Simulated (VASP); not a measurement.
# InSb3 (Pm-3m) in VASP: settings compared

InSb3 is run at these levels: PBE, r2SCAN; tasks: single point.

Everything below comes from runs of VASP 6.6.1. Logs are shortened: lines on timing, memory, paths and dates and some standing lists are left out, and cuts for length are marked.

**1. The cell of the first run**

It takes space group Pm-3m (No. 221, cubic). Conventional cell: a = 4.669 Å, b = 4.669 Å, c = 4.669 Å, α = 90.00°, β = 90.00°, γ = 90.00°. Within 4.3 Å of In (site symmetry m-3m) lie 12 Sb at 3.30 Å. Within 4.3 Å of Sb (site symmetry 4/mmm) lie 4 In at 3.30 Å and 8 Sb at 3.30 Å.

**2. Single point, PBE (strained)**

Contents of INCAR:

```
SYSTEM = InSb3
PREC = Accurate ; ENCUT = 520
EDIFF = 1E-6 ; ISMEAR = 0
SIGMA = 0.1 ; LREAL = .FALSE.
LASPH = .TRUE. ; NELM = 80
ALGO = Normal ; ISIF = 2
LWAVE = .FALSE. ; LCHARG = .FALSE.
GGA = PE ; NBANDS = 22
```

Contents of KPOINTS:

```
regular mesh
0
G
  10 10 10
  0 0 0
```

Contents of POSCAR:

```
InSb3
1.0
    4.6694816678      0.0000000000      0.0000000000
    0.0000000000      4.6694816678      0.0000000000
    0.0000000000      0.0000000000      4.6694816678
In Sb
1 3
Direct
    0.0000000000      0.0000000000      0.0000000000
    0.5000000000      0.0000000000      0.5000000000
    0.0000000000      0.5000000000      0.5000000000
    0.5000000000      0.5000000000      0.0000000000
```

Potentials or basis: VASP PAW PBE potentials, release 64 (In_d, Sb).

Started as:

```
cat potpaw_PBE.64/In_d/POTCAR potpaw_PBE.64/Sb/POTCAR > POTCAR
mpirun -np 1 vasp_std > vasp.out
```

OUTCAR:

```text
SYSTEM = InSb3
   PREC = Accurate
   ENCUT = 520
   EDIFF = 1E-6
   ISMEAR = 0
   LREAL = .FALSE.
   LASPH = .TRUE.
   NELM = 80
   ISIF = 2
   GGA = PE

 ion  position               nearest neighbor table
   1  0.000  0.000  0.000-   2 3.30   3 3.30   4 3.30   2 3.30   3 3.30   3 3.30   4 3.30   3 3.30
                             2 3.30   4 3.30   2 3.30   4 3.30
   2  0.500  0.000  0.500-   1 3.30   3 3.30   4 3.30   1 3.30   4 3.30   3 3.30   4 3.30   4 3.30
                             1 3.30   3 3.30   1 3.30   3 3.30
   3  0.000  0.500  0.500-   1 3.30   2 3.30   4 3.30   1 3.30   4 3.30   1 3.30   2 3.30   1 3.30
                             2 3.30   4 3.30   4 3.30   2 3.30
   4  0.500  0.500  0.000-   1 3.30   2 3.30   3 3.30   2 3.30   3 3.30   1 3.30   2 3.30   2 3.30
                             1 3.30   3 3.30   3 3.30   1 3.30

  LATTYP: Found a simple cubic cell.
 ALAT       =     4.6694816678

  Lattice vectors:

 A1 = (   4.6694816678,   0.0000000000,   0.0000000000)
 A2 = (   0.0000000000,   4.6694816678,   0.0000000000)
 A3 = (   0.0000000000,   0.0000000000,   4.6694816678)

Analysis of symmetry for initial positions (statically):
=====================================================================
 Subroutine PRICEL returns:
 Original cell was already a primitive cell.

 Routine SETGRP: Setting up the symmetry group for a
 simple cubic supercell.

 Subroutine GETGRP returns: Found 48 space group operations
 (whereof 48 operations were pure point group operations)
 out of a pool of 48 trial point group operations.

The static configuration has the point symmetry O_h .

Analysis of symmetry for dynamics (positions and initial velocities):
=====================================================================
 Subroutine PRICEL returns:
 Original cell was already a primitive cell.

 Routine SETGRP: Setting up the symmetry group for a
 simple cubic supercell.

 Subroutine GETGRP returns: Found 48 space group operations
 (whereof 48 operations were pure point group operations)
 out of a pool of 48 trial point group operations.

The dynamic configuration has the point symmetry O_h .

 Subroutine INISYM returns: Found 48 space group operations
 (whereof 48 operations are pure point group operations),
 and found     1 'primitive' translations

----------------------------------------------------------------------------------------

                                     Primitive cell

[... 94 lines left out ...]
   EDIFF  = 0.1E-05   stopping-criterion for ELM
   LREAL  =      F    real-space projection
   EDIFFG = 0.1E-04   stopping-criterion for IOM
   NSW    =      0    number of steps for IOM
   IBRION =     -1    ionic relax: 0-MD 1-quasi-New 2-CG
   NFREE  =      0    steps in history (QN), initial steepest desc. (CG)
   ISIF   =      2    stress and relaxation
   ISYM   =      2    0-nonsym 1-usesym 2-fastsym
   POTIM  = 0.5000    time-step for ionic-motion
   TEBEG  =    0.0;   TEEND  =   0.0 temperature during run
   PSTRESS=    0.0 pullay stress
   NELECT =      28.0000    total number of electrons
   NUPDOWN=      -1.0000    fix difference up-down
   EMIN   =  10.00;   EMAX   =-10.00  energy-range for DOS
   EFERMI =   0.00;   METHOD = LEGACY
   ISMEAR =     0;   SIGMA  =   0.10  broadening in eV -4-tet -1-fermi 0-gaus
   EFERMI_NEDOS =   21; number of points for ismear=-14 and -15
   IALGO  =     38    algorithm
   IMIX   =      4    mixing-type and parameters
     AMIX     =   0.40;   BMIX     =  1.00
     AMIX_MAG =   1.60;   BMIX_MAG =  1.00
  volume/ion in A,a.u.               =      25.45       171.77
  Fermi-wavevector in a.u.,A,eV,Ry     =   1.064614  2.011829 15.420883  1.133403
  Thomas-Fermi vector in A             =   2.200138
   LORBIT       =      0    0 simple, 1 ext, 2 COOP (PROOUT), +10 PAW based schemes
   GGA     = PE    functional components
   LHFCALC =     F    Hartree Fock is set to
   AEXX    =    0.0000 exact exchange contribution
   IVDW    =     0    specifies the selected vdW correction
   LEPSILON=     F    determine dielectric tensor
   LRPA    =     F    only Hartree local field effects (RPA)
 non-spin polarized calculation
 Gauss-broadening in eV      SIGMA  =   0.10
  energy-cutoff  :      520.00
  volume of cell :      101.81
 maximum number of plane-waves:      2800
 NGX is ok and might be reduce to    36
   NGX = 17   NGY = 17   NGZ = 17

 number of electron      27.9999990 magnetization

 Free energy of the ion-electron system (eV)
  ---------------------------------------------------
  ext. energy  EPLUGINS =         0.00000000
  ---------------------------------------------------
  free energy    TOTEN  =       -14.10046313 eV

  energy without entropy =      -14.09279415  energy(sigma->0) =      -14.09662864

 E-fermi :   8.8978     XC(G=0): -10.4513

 val. band max:        8.8781475576   @ k =   0.4000   0.4000   0.1000
 cond. band min:       8.9225041668   @ k =   0.5000   0.2000   0.0000
 fundamental gap:      0.0443566092
 Fermi energy:         8.8978268257

 k-point     1 :       0.0000    0.0000    0.0000
  band No.  band energies     occupation
      1      -5.6641      2.00000
      2      -5.6641      2.00000
      3      -5.6400      2.00000
      4      -5.6400      2.00000
      5      -5.6400      2.00000
      6      -3.8774      2.00000
[... 589 lines left out ...]
     21      14.5463      0.00000
     22      15.0590      0.00000

 [... further k-points ...]

------------------------ aborting loop because EDIFF is reached ----------------------------------------

  FORCE on cell =-STRESS in cart. coord.  units (eV):
  Direction    XX          YY          ZZ          XY          YZ          ZX
  --------------------------------------------------------------------------------------
  -------------------------------------------------------------------------------------
  Total        3.6075806      3.6075806      3.6075806      0.0000000      0.0000000     -0.0000000
  in kB       56.7702232     56.7702232     56.7702232      0.0000000      0.0000000     -0.0000000
  external PRESSURE =      56.7702232 kB  Pullay stress =       0.0000000 kB

 VOLUME and BASIS-vectors are now :
 -----------------------------------------------------------------------------
  energy-cutoff  :      520.00
  volume of cell :      101.81
      direct lattice vectors                 reciprocal lattice vectors
     4.669481668  0.000000000  0.000000000     0.214156532  0.000000000  0.000000000
     0.000000000  4.669481668  0.000000000     0.000000000  0.214156532  0.000000000
     0.000000000  0.000000000  4.669481668     0.000000000  0.000000000  0.214156532

 POSITION                                       TOTAL-FORCE (eV/Angst)
 -----------------------------------------------------------------------------------
      0.00000      0.00000      0.00000         0.000000      0.000000      0.000000
      2.33474      0.00000      2.33474         0.000000      0.000000      0.000000
      0.00000      2.33474      2.33474         0.000000      0.000000      0.000000
      2.33474      2.33474      0.00000         0.000000      0.000000      0.000000
 -----------------------------------------------------------------------------------
    total drift:                                0.000000     -0.000000     -0.000000

  FREE ENERGIE OF THE ION-ELECTRON SYSTEM (eV)
  ---------------------------------------------------
  free  energy   TOTEN  =       -14.1004631321 eV

  energy  without entropy=      -14.0927941469  energy(sigma->0) =      -14.09662864
```

OSZICAR:

```text
N       E                     dE             d eps       ncg     rms          rms(c)
DAV:   1     0.193763936109E+03    0.19376E+03   -0.11109E+04  2464   0.120E+03
DAV:   2     0.259591805462E+01   -0.19117E+03   -0.18407E+03  2750   0.300E+02
DAV:   3    -0.135730041070E+02   -0.16169E+02   -0.15566E+02  3060   0.879E+01
DAV:   4    -0.141162988272E+02   -0.54329E+00   -0.54188E+00  2888   0.167E+01
DAV:   5    -0.141413584679E+02   -0.25060E-01   -0.25057E-01  3704   0.378E+00    0.406E+00
DAV:   6    -0.141110602889E+02    0.30298E-01   -0.45024E-02  3024   0.293E+00    0.230E+00
DAV:   7    -0.141008077970E+02    0.10252E-01   -0.24262E-02  3354   0.165E+00    0.187E-01
DAV:   8    -0.141004581687E+02    0.34963E-03   -0.23382E-03  2996   0.606E-01    0.608E-02
DAV:   9    -0.141004627099E+02   -0.45412E-05   -0.12329E-04  2990   0.854E-02    0.205E-02
DAV:  10    -0.141004631321E+02   -0.42216E-06   -0.72357E-06  3302   0.187E-02
   1 F= -.14100463E+02 E0= -.14096629E+02  d E =-.766899E-02
```

It took 86 s on 1 thread of Intel Xeon 8259CL, shared host; peak memory 0.28 GiB.

Results:

```
Free energy            : -14.1005 eV
Pressure               : 5.7 GPa
Band gap on the k mesh : zero (bands 14 and 15 overlap by 5.13 eV)
```

Levels at points of the mesh, in eV from the Fermi level:
```tsv
k point	band 12	band 13	band 14	band 15	band 16	band 17
(0.00, 0.00, 0.00)	-3.54	0.53	0.53	0.53	1.87	1.87
(0.50, 0.00, 0.00)	-2.31	-2.31	-1.22	-0.98	2.43	2.43
(0.50, 0.50, 0.00)	-1.61	-1.50	-1.18	-1.18	-0.27	0.98
(0.50, 0.50, 0.50)	-5.43	-4.94	3.95	3.95	4.07	4.07
```

Caveat: the cell differs from its parent crystal (strained); the cell stands under pressure; spin-orbit coupling is left out, which moves the levels of the heavy elements.

**3. Single point, r2SCAN (strained)**

Contents of POSCAR:

```
InSb3
1.0
    4.7726263037      0.0000000000      0.0000000000
    0.0000000000      4.7726263037      0.0000000000
    0.0000000000      0.0000000000      4.7726263037
In Sb
1 3
Direct
    0.0000000000      0.0000000000      0.0000000000
    0.5000000000      0.0000000000      0.5000000000
    0.0000000000      0.5000000000      0.5000000000
    0.5000000000      0.5000000000      0.0000000000
```

Contents of INCAR.step1:

```
SYSTEM = InSb3
PREC = Accurate
ENCUT = 520
ISMEAR = 0
SIGMA = 0.1
LREAL = .FALSE.
LASPH = .TRUE.
NELM = 60
NBANDS = 22
GGA = PE
ALGO = Normal
EDIFF = 1E-4
LWAVE = .TRUE.
LCHARG = .FALSE.
```

Contents of INCAR.step2:

```
SYSTEM = InSb3
PREC = Accurate
ENCUT = 520
EDIFF = 1E-7
ISMEAR = 0
SIGMA = 0.1
LREAL = .FALSE.
LASPH = .TRUE.
NELM = 60
ALGO = Normal
ISIF = 2
LWAVE = .FALSE.
LCHARG = .FALSE.
METAGGA = R2SCAN
LMIXTAU = .TRUE.
NBANDS = 22
ISTART = 1
```

KPOINTS is that of step 2.

Potentials or basis: VASP PAW PBE potentials, release 64 (In_d, Sb).

Started as:

```
cat potpaw_PBE.64/In_d/POTCAR potpaw_PBE.64/Sb/POTCAR > POTCAR
cp INCAR.step1 INCAR
mpirun -np 1 vasp_std > vasp.out
cp INCAR.step2 INCAR
mpirun -np 1 vasp_std > vasp.out
```

Run time: 6 min. Hardware: 1 thread of Intel Xeon 8259CL, shared host; peak memory 0.3 GiB.

Results (log left out):

```
Free energy            : -98.5491 eV
Pressure               : 0.6 GPa
Band gap on the k mesh : zero (bands 14 and 15 overlap by 5.05 eV)
```

Levels at points of the mesh, in eV from the Fermi level:
```csv
k point,band 12,band 13,band 14,band 15,band 16,band 17
"(0.00, 0.00, 0.00)",-3.49,0.48,0.48,0.48,1.93,1.93
"(0.50, 0.00, 0.00)",-2.25,-2.25,-1.13,-0.79,2.32,2.37
"(0.50, 0.50, 0.00)",-1.57,-1.47,-1.21,-1.21,-0.32,1.20
"(0.50, 0.50, 0.50)",-5.31,-4.87,3.84,3.84,3.92,3.92
```

Caveat: the cell differs from its parent crystal (strained); the PAW data sets were made with another functional, which shifts forces and pressure a little; spin-orbit coupling is left out, which moves the levels of the heavy elements.

The gap in the log of VASP goes by the Fermi energy; the results here count the filled bands.